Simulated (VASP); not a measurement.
Crystal: BeCd3S4.

```
Be Cd S
1.0
     6.13304    0.00000    0.00000
    -3.06652    5.31137    0.00000
     0.00000    0.00000    5.31893
Be Cd S
1 3 4
Direct
  0.00000 0.00000 0.50000
  0.50000 0.00000 0.50000
  0.00000 0.50000 0.50000
  0.50000 0.50000 0.50000
  0.50000 0.00000 0.00000
  0.00000 0.50000 0.00000
  0.50000 0.50000 0.00000
  0.00000 0.00000 0.00000
```

The cell was built from a structure type or drawn by symmetry, and may not be a known phase.

```yaml
Program: VASP 6.6.1
Task: relaxation of cell and atoms
Functional: PBE
Potentials_or_basis: VASP PAW PBE potentials, release 64 (Be, Cd, S)
Cutoff: 600 eV
k_mesh: 2 × 2 × 2
Occupations: gaussian, width 0.15 eV
Spin: no spin polarisation
```

At the start: pressure -7.7 GPa; volume 21.66 Å³/atom.

How do energy, volume and symmetry change on relaxing?

Over 6 steps the energy falls by 95.2 meV/atom and the volume is 18.62 Å³/atom (-14.0 %); space group P6/mmm (No. 191, to 0.1 Å) before and after.

The path:
| step | energy change (eV) | largest force (eV/Å) | pressure (GPa) | volume (Å³) |
| --- | --- | --- | --- | --- |
| 1 | 0.0000 | 0.0000 | -7.70 | 173.26 |
| 2 | -0.6661 | 0.0000 | 2.22 | 148.29 |
| 3 | -0.7280 | 0.0000 | -0.61 | 152.96 |
| 4 | -0.7280 | 0.0000 | -0.82 | 153.35 |
| 5 | -0.7531 | 0.0000 | -0.60 | 151.20 |
| 6 | -0.7612 | 0.0000 | -0.31 | 148.92 |

Final structure:
```cif
data_structure
_symmetry_space_group_name_H-M 'P 1'
_symmetry_Int_Tables_number 1
_cell_length_a 5.8587
_cell_length_b 5.8587
_cell_length_c 5.0098
_cell_angle_alpha 90.000
_cell_angle_beta 90.000
_cell_angle_gamma 120.000
_cell_volume 148.92
loop_
_atom_site_label
_atom_site_type_symbol
_atom_site_fract_x
_atom_site_fract_y
_atom_site_fract_z
_atom_site_occupancy
Be1 Be 0.00000 0.00000 0.50000 1
Cd1 Cd 0.50000 0.00000 0.50000 1
Cd2 Cd 0.00000 0.50000 0.50000 1
Cd3 Cd 0.50000 0.50000 0.50000 1
S1 S 0.50000 0.00000 0.00000 1
S2 S 0.00000 0.50000 0.00000 1
S3 S 0.50000 0.50000 0.00000 1
S4 S 0.00000 0.00000 0.00000 1
```

Caveat: the k points lie up to 0.63 Å⁻¹ apart in the final cell, too coarse for converged energies and pressures of a metal.
